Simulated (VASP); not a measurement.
Rb, 2 atoms in the cell. It takes space group P6_3/mmc (No. 194, hexagonal). Conventional cell: a = 4.757 Å, b = 4.757 Å, c = 7.849 Å, α = 90.00°, β = 90.00°, γ = 120.00°. This isn't the form of Rb at room conditions, which is bcc.

```yaml
Program: VASP 6.6.1
Task: relaxation of shape and atoms at fixed volume
Functional: PBE
Potentials_or_basis: VASP PAW PBE potentials, release 64 (Rb_sv)
Cutoff: 600 eV
k_mesh: 9 × 9 × 5
Occupations: fermi-dirac, width 0.08 eV
Spin: no spin polarisation
Dipole_correction: no
Further_INCAR_settings: ALGO = Normal; EDIFF = 1e-06; IBRION = 2; EDIFFG = -0.005; NSW = 50; ISIF = 4
```

Potentials or basis: VASP PAW PBE potentials, release 64 (Rb_sv).

Run with:

```console
$ cat potpaw_PBE.64/Rb_sv/POTCAR > POTCAR
$ mpirun -np 1 vasp_std > vasp.out
```

Hardware: 1 thread of Intel Xeon 8259CL, with other jobs on the host.

Q: How long does it take, and how much memory?

A: Run time: 110 s on 1 thread of Intel Xeon 8259CL, with other jobs on the host, peak memory 0.34 GiB. Counts: scf iterations 11, k points 36, ion steps 1.
